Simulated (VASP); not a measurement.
# WSe2 in VASP: a series of runs

The runs below take WSe2 through single point, with r2SCAN.

All numbers are computed with VASP 6.6.1; they aren't measurements. Logs are shortened: lines on timing, memory, paths and dates and some standing lists are left out, and cuts for length are marked.

## (1) The cell of the first run

The cell holds a slab with vacuum, 3 atoms: a = 3.318 Å, b = 3.318 Å, c = 16.658 Å, α = 90.00°, β = 90.00°, γ = 120.00°.

## (2) Single point, r2SCAN (atom 2 (Se) moved -0.150 Å towards its neighbour atom 1 (W) at 2.536 Å)

Input file POSCAR:

```
WSe2
1.0
    3.3179375931      0.0000000000      0.0000000000
   -1.6589687966      2.8734182438      0.0000000000
    0.0000000000      0.0000000000     16.6581424200
W Se
1 2
Direct
    0.0000000000      0.0000000000      0.0000000000
    0.3530473131      0.7060946262      0.1056880883
    0.3333333333      0.6666666667      0.9002134800
```

Input file INCAR.step1:

```
SYSTEM = WSe2
  PREC = Accurate
  ENCUT = 520
  ISMEAR = 0
  SIGMA = 0.05
  LREAL = .False.
  LASPH = .True.
  NELM = 80
  NBANDS = 20
  GGA = PE
  ALGO = Normal
  EDIFF = 1E-4
  LWAVE = .True.
  LCHARG = .False.
```

Input file INCAR.step2:

```
SYSTEM = WSe2
  PREC = Accurate
  ENCUT = 520
  EDIFF = 1E-6
  ISMEAR = 0
  SIGMA = 0.05
  LREAL = .False.
  LASPH = .True.
  NELM = 80
  ALGO = Normal
  ISIF = 2
  LWAVE = .False.
  LCHARG = .False.
  METAGGA = R2SCAN
  LMIXTAU = .True.
  NBANDS = 20
  ISTART = 1
```

Input file KPOINTS:

```
regular mesh
0
Gamma
  12 12 2
  0 0 0
```

Potentials or basis: VASP PAW PBE potentials, release 64 (W_sv, Se).

Launch:

```console
$ cat potpaw_PBE.64/W_sv/POTCAR potpaw_PBE.64/Se/POTCAR > POTCAR
$ cp INCAR.step1 INCAR
$ mpirun -np 1 vasp_std > vasp.out
$ cp INCAR.step2 INCAR
$ mpirun -np 1 vasp_std > vasp.out
```

OUTCAR:

```text
SYSTEM = WSe2
   PREC = Accurate
   ENCUT = 520
   EDIFF = 1E-6
   ISMEAR = 0
   LREAL = .False.
   LASPH = .True.
   NELM = 80
   ISIF = 2
   METAGGA = R2SCAN
   ISTART = 1

 ion  position               nearest neighbor table
   1  0.000  0.000  0.000-   3 2.54   3 2.54   3 2.54   2 2.56   2 2.56   2 2.69
   2  0.353  0.706  0.106-   1 2.56   1 2.56   1 2.69
   3  0.333  0.667  0.900-   1 2.54   1 2.54   1 2.54

  LATTYP: Found a hexagonal cell.
 ALAT       =     3.3179375931
 C/A-ratio  =     5.0206316281

  Lattice vectors:

 A1 = (   3.3179375931,   0.0000000000,   0.0000000000)
 A2 = (  -1.6589687966,   2.8734182438,   0.0000000000)
 A3 = (   0.0000000000,   0.0000000000,  16.6581424200)

Analysis of symmetry for initial positions (statically):
=====================================================================
 Subroutine PRICEL returns:
 Original cell was already a primitive cell.

 Routine SETGRP: Setting up the symmetry group for a
 hexagonal supercell.

 Subroutine GETGRP returns: Found  2 space group operations
 (whereof  2 operations were pure point group operations)
 out of a pool of 24 trial point group operations.

The static configuration has the point symmetry C_1h.

Analysis of symmetry for dynamics (positions and initial velocities):
=====================================================================
 Subroutine PRICEL returns:
 Original cell was already a primitive cell.

 Routine SETGRP: Setting up the symmetry group for a
 hexagonal supercell.

 Subroutine GETGRP returns: Found  2 space group operations
 (whereof  2 operations were pure point group operations)
 out of a pool of 24 trial point group operations.

The dynamic configuration has the point symmetry C_1h.

 Subroutine INISYM returns: Found  2 space group operations
 (whereof  2 operations are pure point group operations),
 and found     1 'primitive' translations

----------------------------------------------------------------------------------------

                                     Primitive cell

  volume of cell :     158.8158

  direct lattice vectors                    reciprocal lattice vectors
     3.317937593  0.000000000  0.000000000     0.301392046  0.174008779  0.000000000
    -1.658968797  2.873418244  0.000000000     0.000000000  0.348017558  0.000000000
     0.000000000  0.000000000 16.658142420     0.000000000  0.000000000  0.060030703

  length of vectors
     3.317937593  3.317937593 16.658142420     0.348017558  0.348017558  0.060030703

  position of ions in fractional coordinates (direct lattice)
     0.000000000  0.000000000  0.000000000
     0.353047313  0.706094626  0.105688088
     0.333333333  0.666666667  0.900213480

  ion indices of the primitive-cell ions
   primitive index   ion index
                 1           1
                 2           2
                 3           3

----------------------------------------------------------------------------------------

 KPOINTS: regular mesh

Automatic generation of k-mesh.
 Grid dimensions read from file:
 generate k-points for:   12   12    2

 Generating k-lattice:

  Cartesian coordinates                     Fractional coordinates (reciprocal lattice)
     0.025116004  0.014500732  0.000000000     0.083333333  0.000000000  0.000000000
     0.000000000  0.029001463  0.000000000     0.000000000  0.083333333  0.000000000
     0.000000000  0.000000000  0.030015351     0.000000000  0.000000000  0.500000000

  Length of vectors
     0.029001463  0.029001463  0.030015351

  Shift w.r.t. Gamma in fractional coordinates (k-lattice)
     0.000000000  0.000000000  0.000000000

 Subroutine IBZKPT returns following result:
 ===========================================

 Found     86 irreducible k-points:

 Following reciprocal coordinates:
            Coordinates               Weight
  0.000000  0.000000  0.000000      1.000000
  0.083333  0.000000  0.000000      4.000000
  0.000000  0.083333  0.000000      2.000000
  0.166667  0.000000  0.000000      4.000000
  0.000000  0.166667  0.000000      2.000000
  0.250000  0.000000  0.000000      4.000000
[... 16 lines left out ...]
 -0.083333  0.416667  0.000000      4.000000
 -0.416667  0.333333  0.000000      4.000000
 [... further k-points ...]
   k-points           NKPTS =     86   k-points in BZ     NKDIM =     86   number of bands    NBANDS=     20
   number of dos      NEDOS =    301   number of ions     NIONS =      3
   total plane-waves  NPLWV =  98784
   dimension x,y,z NGX =    28 NGY =   28 NGZ =  126
   dimension x,y,z NGXF=    56 NGYF=   56 NGZF=  252
   ions per type =               1   2
   NGX,Y,Z   is equivalent  to a cutoff of  14.03, 14.03, 12.57 a.u.
   NGXF,Y,Z  is equivalent  to a cutoff of  28.06, 28.06, 25.15 a.u.
 SYSTEM =  WSe2
   PREC   = accura    normal or accurate (medium, high low for compatibility)
   ISTART =      1    job   : 0-new  1-cont  2-samecut
   ICHARG =      0    charge: 1-file 2-atom 10-const
   ISPIN  =      1    spin polarized calculation?
   LNONCOLLINEAR =      F non collinear calculations
   LSORBIT =      F    spin-orbit coupling
   LASPH  =      T    aspherical Exc in radial PAW
   ENCUT  =  520.0 eV  38.22 Ry    6.18 a.u.   6.17  6.17 30.97*2*pi/ulx,y,z
   NELM   =     80;   NELMIN=  2; NELMDL=  0     # of ELM steps
   EDIFF  = 0.1E-05   stopping-criterion for ELM
   LREAL  =      F    real-space projection
   EDIFFG = 0.1E-04   stopping-criterion for IOM
   NSW    =      0    number of steps for IOM
   IBRION =     -1    ionic relax: 0-MD 1-quasi-New 2-CG
   NFREE  =      0    steps in history (QN), initial steepest desc. (CG)
   ISIF   =      2    stress and relaxation
   ISYM   =      2    0-nonsym 1-usesym 2-fastsym
   POTIM  = 0.5000    time-step for ionic-motion
   TEBEG  =    0.0;   TEEND  =   0.0 temperature during run
   PSTRESS=    0.0 pullay stress
   NELECT =      26.0000    total number of electrons
   NUPDOWN=      -1.0000    fix difference up-down
   EMIN   =  10.00;   EMAX   =-10.00  energy-range for DOS
   EFERMI =   0.00;   METHOD = LEGACY
   ISMEAR =     0;   SIGMA  =   0.05  broadening in eV -4-tet -1-fermi 0-gaus
   EFERMI_NEDOS =   21; number of points for ismear=-14 and -15
   IALGO  =     38    algorithm
   IMIX   =      4    mixing-type and parameters
     AMIX     =   0.40;   BMIX     =  1.00
     AMIX_MAG =   1.60;   BMIX_MAG =  1.00
  volume/ion in A,a.u.               =      52.94       357.25
  Fermi-wavevector in a.u.,A,eV,Ry     =   0.895574  1.692389 10.912587  0.802053
  Thomas-Fermi vector in A             =   2.017923
   LORBIT       =      0    0 simple, 1 ext, 2 COOP (PROOUT), +10 PAW based schemes
   METAGGA = R2SCAN    functional components
   LHFCALC =     F    Hartree Fock is set to
   AEXX    =    0.0000 exact exchange contribution
   IVDW    =     0    specifies the selected vdW correction
   LEPSILON=     F    determine dielectric tensor
   LRPA    =     F    only Hartree local field effects (RPA)
 non-spin polarized calculation
 Gauss-broadening in eV      SIGMA  =   0.05
  energy-cutoff  :      520.00
  volume of cell :      158.82
 maximum number of plane-waves:      4302
 NGX is ok and might be reduce to    28
   NGX = 13   NGY = 13   NGZ = 61

 number of electron      26.0000000 magnetization

 Free energy of the ion-electron system (eV)
  ---------------------------------------------------
  ext. energy  EPLUGINS =         0.00000000
  ---------------------------------------------------
  free energy    TOTEN  =       -81.63203845 eV

  energy without entropy =      -81.63203845  energy(sigma->0) =      -81.63203845

 E-fermi :  -0.6492     XC(G=0):  -4.8987

 val. band max:       -1.0295270313   @ k =   0.3333   0.3333   0.0000
 cond. band min:       0.6230994013   @ k =   0.1667   0.1667   0.0000
 fundamental gap:      1.6526264326
 Fermi energy:        -0.6492270762

 k-point     1 :       0.0000    0.0000    0.0000
  band No.  band energies     occupation
      1     -77.1193      2.00000
      2     -40.6805      2.00000
      3     -40.5676      2.00000
      4     -40.5618      2.00000
      5     -16.2728      2.00000
      6     -15.0644      2.00000
[... 12 lines left out ...]
     19       4.4925      0.00000
     20       4.5587      0.00000

 k-point     2 :       0.0833    0.0000    0.0000
  band No.  band energies     occupation
      1     -77.1186      2.00000
      2     -40.6777      2.00000
      3     -40.5817      2.00000
      4     -40.5664      2.00000
      5     -16.1682      2.00000
      6     -15.0100      2.00000
[... 12 lines left out ...]
     19       4.6368      0.00000
     20       4.8796      0.00000

 k-point     3 :       0.0000    0.0833    0.0000
  band No.  band energies     occupation
      1     -77.1186      2.00000
      2     -40.6778      2.00000
      3     -40.5767      2.00000
      4     -40.5712      2.00000
      5     -16.1704      2.00000
      6     -15.0072      2.00000
[... 12 lines left out ...]
     19       4.6329      0.00000
     20       4.8849      0.00000

 k-point     4 :       0.1667    0.0000    0.0000
  band No.  band energies     occupation
      1     -77.1167      2.00000
      2     -40.6700      2.00000
      3     -40.6224      2.00000
      4     -40.5763      2.00000
      5     -15.8683      2.00000
      6     -14.8543      2.00000
[... 12 lines left out ...]
     19       5.0276      0.00000
     20       5.4978      0.00000

 k-point     5 :       0.0000    0.1667    0.0000
  band No.  band energies     occupation
      1     -77.1167      2.00000
      2     -40.6707      2.00000
      3     -40.6168      2.00000
      4     -40.5808      2.00000
      5     -15.8773      2.00000
      6     -14.8432      2.00000
[... 12 lines left out ...]
     19       5.0174      0.00000
     20       5.4894      0.00000
[... 353 lines left out ...]
      6     -14.4652      2.00000
[... 12 lines left out ...]
     19       6.0373      0.00000
     20       6.1367      0.00000

 k-point    22 :       0.3333    0.0833    0.0000
  band No.  band energies     occupation
      1     -77.1103      2.00000
      2     -40.7527      2.00000
      3     -40.6439      2.00000
      4     -40.6163      2.00000
      5     -14.6267      2.00000
      6     -14.2037      2.00000
[... 12 lines left out ...]
     19       6.1806      0.00000
     20       6.7038      0.00000

 k-point    23 :      -0.0833    0.4167    0.0000
  band No.  band energies     occupation
      1     -77.1103      2.00000
      2     -40.7475      2.00000
      3     -40.6435      2.00000
      4     -40.6207      2.00000
      5     -14.6603      2.00000
      6     -14.1664      2.00000
[... 12 lines left out ...]
     19       6.1711      0.00000
     20       6.6762      0.00000

 k-point    24 :      -0.4167    0.3333    0.0000
  band No.  band energies     occupation
      1     -77.1103      2.00000
      2     -40.7544      2.00000
      3     -40.6437      2.00000
      4     -40.6150      2.00000
      5     -14.6186      2.00000
      6     -14.2145      2.00000
[... 12 lines left out ...]
     19       6.1955      0.00000
     20       6.6705      0.00000

 [... further k-points ...]

------------------------ aborting loop because EDIFF is reached ----------------------------------------

  FORCE on cell =-STRESS in cart. coord.  units (eV):
  Direction    XX          YY          ZZ          XY          YZ          ZX
  --------------------------------------------------------------------------------------
  -------------------------------------------------------------------------------------
  Total       -0.7221314     -1.0639844     -2.6414548      0.0000000     -1.2543035      0.0000000
  in kB       -7.2850613    -10.7337683    -26.6477246      0.0000000    -12.6537594      0.0000000
  external PRESSURE =     -14.8888514 kB  Pullay stress =       0.0000000 kB

 VOLUME and BASIS-vectors are now :
 -----------------------------------------------------------------------------
  energy-cutoff  :      520.00
  volume of cell :      158.82
      direct lattice vectors                 reciprocal lattice vectors
     3.317937593  0.000000000  0.000000000     0.301392046  0.174008779  0.000000000
    -1.658968797  2.873418244  0.000000000     0.000000000  0.348017558  0.000000000
     0.000000000  0.000000000 16.658142420     0.000000000  0.000000000  0.060030703

 POSITION                                       TOTAL-FORCE (eV/Angst)
 -----------------------------------------------------------------------------------
      0.00000      0.00000      0.00000        -0.000000      0.815565      1.192400
     -0.00000      2.02891      1.76057         0.000000     -0.762587     -1.347495
     -0.00000      1.91561     14.99588         0.000000     -0.052978      0.155095
 -----------------------------------------------------------------------------------
    total drift:                               -0.000000     -0.000052      0.001061

  FREE ENERGIE OF THE ION-ELECTRON SYSTEM (eV)
  ---------------------------------------------------
  free  energy   TOTEN  =       -81.6320384476 eV

  energy  without entropy=      -81.6320384476  energy(sigma->0) =      -81.63203845
```

Run time: 16 min. Hardware: 1 thread of Oxide Virtual Turin-like, shared host; peak memory 0.48 GiB.

What came out:

```
Free energy            : -81.6320 eV
Largest force          : 1.548 eV/Å
Band gap on the k mesh : 1.65 eV (least direct gap 1.72 eV)
```

Forces on the atoms (eV/Å):
```
W    0.000  0.816  1.192
Se   0.000 -0.763 -1.347
Se   0.000 -0.053  0.155
```

Caveat: the cell differs from its parent crystal (atom 2 (Se) moved -0.150 Å towards its neighbour atom 1 (W) at 2.536 Å); there is no dipole correction, which matters where the two faces differ; the PAW data sets were made with another functional, which shifts forces and pressure a little; spin-orbit coupling is left out, which moves the levels of the heavy elements.

(Continued in part 2 of 2.)
